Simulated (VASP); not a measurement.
A run of VASP 6.6.1 is set up as follows.

File INCAR:

```
SYSTEM = Al
PREC     = Accurate       ! precision mode
ENCUT    = 500            ! plane-wave cutoff, eV
EDIFF    = 1E-6           ! SCF threshold, eV
ISMEAR   = 0              ! smearing method
SIGMA    = 0.1            ! smearing width, eV
LREAL    = .FALSE.        ! projectors in reciprocal space
LASPH    = .TRUE.         ! aspherical terms in the spheres
NELM     = 120            ! most SCF steps
ALGO     = Normal         ! electronic algorithm
ISIF     = 2              ! what is computed and relaxed
LWAVE    = .FALSE.        ! write WAVECAR
LCHARG   = .FALSE.        ! write CHGCAR
GGA      = PS             ! functional
IVDW     = 12             ! dispersion correction
NBANDS   = 14             ! bands
GGA_COMPAT= .FALSE.
```

KPOINTS

```
regular mesh
0
G
  9 9 2
  0 0 0
```

The input POSCAR:

```
Al
1.0
    2.8270770242      0.0000000000      0.0000000000
   -1.4135385121      2.4483205214      0.0000000000
    0.0000000000      0.0000000000      9.1859930700
Al
4
Direct
    0.0000000000      0.0000000000      0.0000000000
    0.3333333300      0.6666666700      0.2500000000
    0.0000000000      0.0000000000      0.5000000000
    0.6666666700      0.3333333300      0.7500000000
```

Potentials or basis: VASP PAW PBE potentials, release 64 (Al).

Command:

```bash
$ cat potpaw_PBE.64/Al/POTCAR > POTCAR
$ mpirun -np 1 vasp_std > vasp.out
```

Task: Estimate the band gap on the k mesh.

Result: Zero (band 6 reaches 12.38 eV, above the bottom of band 7 at 6.97 eV).

Task: Estimate the pressure.

Result: -1.5 GPa.

Task: What does it give for the dispersion energy per atom?

Result: -0.330 eV.

Stress tensor (GPa, compression positive):
```
-0.55  0.00  0.00
 0.00 -0.55  0.00
 0.00  0.00 -3.27
```

Caveat: the PAW data sets were made with another functional, which shifts forces and pressure a little; pairwise dispersion overbinds metals, which lowers pressure and volume.
